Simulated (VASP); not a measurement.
Here is a VASP 6.6.1 calculation.

Contents of INCAR:

```
ALGO     = Normal         # electronic algorithm
EDIFF    = 1E-6           # SCF threshold, eV
ENCUT    = 520            # plane-wave cutoff, eV
GGA      = PE             # functional
ISIF     = 2              # what is computed and relaxed
ISMEAR   = 0              # smearing method
LASPH    = T              # aspherical terms in the spheres
LCHARG   = F              # write CHGCAR
LREAL    = Auto         
LWAVE    = F              # write WAVECAR
NBANDS   = 182            # bands
NELM     = 100            # most SCF steps
PREC     = Accurate       # precision mode
SIGMA    = 0.02           # smearing width, eV
```

The input KPOINTS:

```
Automatic mesh
0
Gamma
  2 2 2
  0.5 0.5 0.5
```

Contents of POSCAR:

```
SnSe
1.0
   -6.0615971581      6.0615971581     -6.0615971581
    6.0615971581     -6.0615971581     -6.0615971581
   -6.0615971581     -6.0615971581      6.0615971581
Sn Se
16 16
Direct
    0.5000000000      0.2500000000      0.2500000000
    0.2500000000      0.2500000000      0.5000000000
    0.0000000000      0.2500000000      0.7500000000
    0.7500000000      0.0000000000      0.2500000000
    0.7500000000      0.2500000000      0.0000000000
    0.5000000000      0.0000000000      0.5000000000
    0.2500000000      0.0000000000      0.7500000000
    0.0000000000      0.7500000000      0.2500000000
    1.0000000000      1.0000000000      1.0000000000
    0.7500000000      0.7500000000      0.5000000000
    0.5000000000      0.7500000000      0.7500000000
    0.2500000000      0.5000000000      0.2500000000
    0.2500000000      0.7500000000      0.0000000000
    0.0000000000      0.5000000000      0.5000000000
    0.7500000000      0.5000000000      0.7500000000
    0.5000000000      0.5000000000      0.0000000000
    0.7500000000      0.2500000000      0.5000000000
    0.5000000000      0.2500000000      0.7500000000
    0.2500000000      0.2500000000      0.0000000000
    0.0000000000      0.0000000000      0.5000000000
    0.0000000000      0.2500000000      0.2500000000
    0.7500000000      0.0000000000      0.7500000000
    0.5000000000      0.0000000000      0.0000000000
    0.2500000000      0.7500000000      0.5000000000
    0.2500000000      0.0000000000      0.2500000000
    0.0000000000      0.7500000000      0.7500000000
    0.7500000000      0.7500000000      0.0000000000
    0.5000000000      0.5000000000      0.5000000000
    0.5000000000      0.7500000000      0.2500000000
    0.2500000000      0.5000000000      0.7500000000
    0.0000000000      0.5000000000      0.0000000000
    0.7500000000      0.5000000000      0.2500000000
```

Potentials or basis: VASP PAW PBE potentials, release 64 (Sn_d, Se).

Launch:

```bash
$ cat potpaw_PBE.64/Sn_d/POTCAR potpaw_PBE.64/Se/POTCAR > POTCAR
$ mpirun -np 1 vasp_std > vasp.out
```

(1) Predict the pressure.

(2) Predict the band gap on the k mesh.

## Answers

(1) -0.1 GPa.

(2) 0.99 eV.

Caveat: spin-orbit coupling is left out, which moves the levels of the heavy elements; a shifted mesh leaves out Γ, where band edges can lie.
